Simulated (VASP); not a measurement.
CsPbCl3: single point with PBE

CsPbCl3:

```
Cs Pb Cl
1.0
     5.27451    0.00000    0.00000
     0.00000    5.27451    0.00000
     0.00000    0.00000    6.32941
Cs Pb Cl
1 1 3
Cartesian
  0.0000 0.0000 0.0000
  2.6373 2.6373 3.1647
  0.0000 2.6373 3.1647
  2.6373 0.0000 3.1647
  2.6373 2.6373 0.0000
```

This cell differs from its parent crystal: ratio of the length along z to the lengths across it x 1.2, volume and fractional coordinates fixed.

* Program: VASP 6.6.1
* Task: single point
* Functional: PBE
* Potentials or basis: VASP PAW PBE potentials, release 64 (Cs_sv, Pb_d, Cl)
* Cutoff: 520 eV
* k mesh: 6 × 6 × 6
* Occupations: gaussian, width 0.05 eV
* Spin: no spin polarisation
* Dipole correction: no
* Further INCAR settings: ALGO = Normal; EDIFF = 1e-07; NBANDS = 30

```yaml
Pressure: 3.6 GPa
Band_gap_on_the_k_mesh: 0.80 eV
```

Stress tensor (GPa, compression positive):
```
 6.35  0.00  0.00
 0.00  6.35  0.00
 0.00  0.00 -1.94
```

Levels at points of the mesh, in eV from the valence-band top:
```
           k point  band 18  band 19  band 20  band 21  band 22  band 23  band 24  band 25  band 26  band 27
(0.00, 0.00, 0.00)    -3.14    -3.14    -2.93    -2.79    -2.79     2.86     3.64     4.12     4.13     4.68
(0.50, 0.00, 0.00)    -3.34    -3.11    -3.05    -2.96    -1.57     3.05     3.35     4.35     5.10     5.26
(0.50, 0.50, 0.00)    -3.18    -2.89    -2.89    -2.60    -0.33     2.33     2.33     2.71     5.10     5.27
(0.00, 0.00, 0.50)    -3.16    -3.16    -2.83    -2.83    -2.63     2.31     4.04     4.15     4.95     5.45
(0.50, 0.00, 0.50)    -3.38    -3.08    -3.01    -2.77    -1.23     1.60     2.83     4.77     5.13     5.32
(0.50, 0.50, 0.50)    -3.05    -2.66    -2.66    -2.59     0.00     0.80     2.00     2.00     4.49     4.78
```

Wall time 76 s on 1 thread of Intel(R) Xeon(R) 6975P-C (Granite Rapids), with other jobs on the host, peak memory 0.38 GiB.

Caveat: the cell stands under pressure; spin-orbit coupling is left out, which moves the levels of the heavy elements. A k mesh can miss the band edges.
